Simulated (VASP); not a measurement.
Write the native input for VASP 6.6.1 that does the following.

* Task: relaxation of shape and atoms at fixed volume
* Functional: PBE
* Potentials or basis: VASP PAW PBE potentials, release 64 (Zn, Se)
* Cutoff: 600 eV
* k mesh: 8 × 8 × 4
* Occupations: gaussian, width 0.02 eV
* Spin: no spin polarisation
* Dipole correction: no
* Further INCAR settings: ALGO = Normal; EDIFF = 1e-06; IBRION = 2; EDIFFG = -0.01; NSW = 50; ISIF = 4

The structure of ZnSe4 lies in POSCAR:

```
ZnSe4
1.0
    3.3097266844     -2.3574636009     -0.0081264188
    3.3097266844      2.3574636009     -0.0081264188
   -2.3998360676      0.0000000000      7.8421516036
Zn Se
1 4
Direct
    0.9839406958      0.0160593042      0.0000000000
    0.6482316205      0.6796217442      0.5969847155
    0.3203782558      0.3517683795      0.4030152845
    0.5982580870      0.9388086590      0.1689629440
    0.0611913410      0.4017419130      0.8310370560
```

This cell differs from its parent crystal: volume scaled by 0.94.

One way to write it, as run:

INCAR

```
SYSTEM = ZnSe4
  ALGO = Normal
  EDIFF = 1E-6
  EDIFFG = -0.01
  ENCUT = 600
  GGA = PE
  IBRION = 2
  ISIF = 4
  ISMEAR = 0
  LASPH = .TRUE.
  LCHARG = .FALSE.
  LREAL = .FALSE.
  LWAVE = .FALSE.
  NELM = 80
  NSW = 50
  PREC = Accurate
  SIGMA = 0.02
```

KPOINTS

```
k-points
0
G
  8 8 4
  0 0 0
```

Potentials or basis: VASP PAW PBE potentials, release 64 (Zn, Se).

Command:

```console
$ cat potpaw_PBE.64/Zn/POTCAR potpaw_PBE.64/Se/POTCAR > POTCAR
$ mpirun -np 1 vasp_std > vasp.out
```

Results of the run:

```json
{"Energy gained by relaxing": "2.8 meV/atom", "Ionic steps": "17", "Pressure after relaxing": "1.7 GPa", "Largest force after relaxing": "0.006 eV/Å", "Band gap on the k mesh": "0.67 eV, indirect (least direct gap 1.01 eV)"}
```

Wall time 22 min on 1 thread of Intel(R) Xeon(R) Platinum 8259CL CPU @ 2.50GHz (Skylake/Cascade Lake) (shared host), peak memory 0.43 GiB.
